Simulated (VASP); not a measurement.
Here is a VASP 6.6.1 calculation.

File INCAR:

```
PREC = Accurate ; ENCUT = 520
EDIFF = 1E-6 ; ISMEAR = 0
SIGMA = 0.02 ; LREAL = Auto
LASPH = T ; NELM = 100
ALGO = Normal ; ISIF = 2
LWAVE = F ; LCHARG = T
GGA = PE ; LELF = T
LVHAR = T ; NBANDS = 181
```

KPOINTS

```
Automatic mesh
0
Gamma
  2 2 2
  0.5 0.5 0.5
```

File POSCAR:

```
AlGa17N18
1.0
    4.8275357019      2.7871790370      5.2431089459
   -4.8275357019      2.7871790370      5.2431089459
    0.0000000001     -5.5743580740      5.2431089459
Al Ga N
1 17 18
Direct
    0.3882230993      0.3882230993      0.7215564326
    0.3885572502      0.7211591597      0.3892747181
    0.7211591597      0.0559413848      0.7218905835
    0.3885572502      0.0559413848      0.0544924931
    0.7211591597      0.3885572502      0.3892747181
    0.0559413848      0.7211591597      0.7218905835
    0.7219544264      0.7219544264      0.0552877597
    0.0554346445      0.0554346445      0.3887679778
    0.0559413848      0.3885572502      0.0544924931
    0.4439853291      0.7757412811      0.7773186625
    0.4445014933      0.1117913963      0.4451247297
    0.7757412811      0.4439853291      0.7773186625
    0.4439853291      0.4439853291      0.1090746145
    0.7775442006      0.7775442006      0.4441819614
    0.1117913963      0.1117913963      0.7778348267
    0.7775442006      0.1108486280      0.1108775339
    0.1117913963      0.4445014933      0.4451247297
    0.1108486280      0.7775442006      0.1108775339
    0.5103432905      0.5103432905      0.8436766238
    0.5141958039      0.8479618681      0.5141582759
    0.8479618681      0.1808249426      0.8475291372
    0.5141958039      0.1808249426      0.1812952014
    0.8479618681      0.5141958039      0.5141582759
    0.1808249426      0.8479618681      0.8475291372
    0.8475662780      0.8475662780      0.1808996114
    0.1810026799      0.1810026799      0.5143360132
    0.1808249426      0.5141958039      0.1812952014
    0.2405365792      0.5653981796      0.5738699126
    0.2366076133      0.9031057403      0.2364390737
    0.5653981796      0.2405365792      0.5738699126
    0.2405365792      0.2405365792      0.8987315129
    0.5694126230      0.5694126230      0.2356791637
    0.9031057403      0.9031057403      0.5699409467
    0.5694126230      0.9023458304      0.9027459563
    0.9031057403      0.2366076133      0.2364390737
    0.9023458304      0.5694126230      0.9027459563
```

Potentials or basis: VASP PAW PBE potentials, release 64 (Al, Ga_d, N).

Run with:

```sh
$ cat potpaw_PBE.64/Al/POTCAR potpaw_PBE.64/Ga_d/POTCAR potpaw_PBE.64/N/POTCAR > POTCAR
$ mpirun -np 1 vasp_std > vasp.out
```

Task: Estimate the largest force.

Result: 0.025 eV/Å.

Task: Estimate the pressure.

Result: -0.9 GPa.

Stress tensor (GPa, compression positive):
```
-0.82  0.00  0.00
 0.00 -0.82  0.00
 0.00  0.00 -0.93
```
